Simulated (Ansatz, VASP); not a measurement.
# BaF2: VASP beside Ansatz

```
Ba F
1.0
     0.00000    3.10005    3.10005
     3.10005    0.00000    3.10005
     3.10005    3.10005    0.00000
Ba F
1 2
Direct
  0.00000 0.00000 0.00000
  0.25000 0.25000 0.25000
  0.75000 0.75000 0.75000
```

Alike in both runs: task relaxation of cell and atoms; functional PBEsol; k mesh 6 × 6 × 6; occupations gaussian, width 0.02 eV; no spin polarisation.

```csv
,VASP,Ansatz
version,VASP 6.6.1,Ansatz 0.2.0
potentials or method,"VASP PAW PBE potentials, release 64 (Ba_sv, F), cutoff 600 eV","scalar-relativistic, plane waves, PAW"
valence electrons in the cell,24,24
```

```csv
,VASP,Ansatz,Ansatz less VASP
"gap on the k mesh at the Fermi level, each at its own relaxed structure (eV)",6.69,6.86,+0.164
relaxed volume (Å³/atom),19.63,19.27,-0.361
relaxed cell length with the largest relative difference (Å),4.367,4.340,-0.0270
```

VASP's potentials were made for PBE, not for PBEsol.

Neither program's run includes spin-orbit coupling.
